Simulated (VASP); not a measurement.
The system is BaTiO3.

```
Ba Ti O
1.0
     4.00600    0.00000    0.00000
     0.00000    4.00600    0.00000
     0.00000    0.00000    4.00600
Ba Ti O
1 1 3
Direct
  0.50000 0.50000 0.50000
  0.00000 0.00000 0.00000
  0.50000 0.00000 0.00000
  0.00000 0.50000 0.00000
  0.00000 0.00000 0.50000
```

Base run:

* Program: VASP 6.6.1
* Functional: LDA
* Potentials or basis: VASP PAW LDA potentials, release 64 (Ba_sv, Ti_sv, O)
* Cutoff: 520 eV
* k mesh: 4 × 4 × 4
* Occupations: gaussian, width 0.01 eV
* Spin: no spin polarisation
* Hubbard terms: Ti d U = 2.0 eV

Its results: band gap on the k mesh 1.85 eV, indirect (least direct gap 2.02 eV); pressure -5.6 GPa.

Task: The run is repeated on the same cell with these changes: hubbard terms from Ti d U = 2.0 eV to Ti d U = 4.0 eV. What comes out?

Result: Band gap on the k mesh 2.09 eV, indirect (least direct gap 2.27 eV); pressure -4.1 GPa.

Caveats: spin-orbit coupling is left out, which moves the levels of the heavy elements.

A k mesh can miss the band edges.
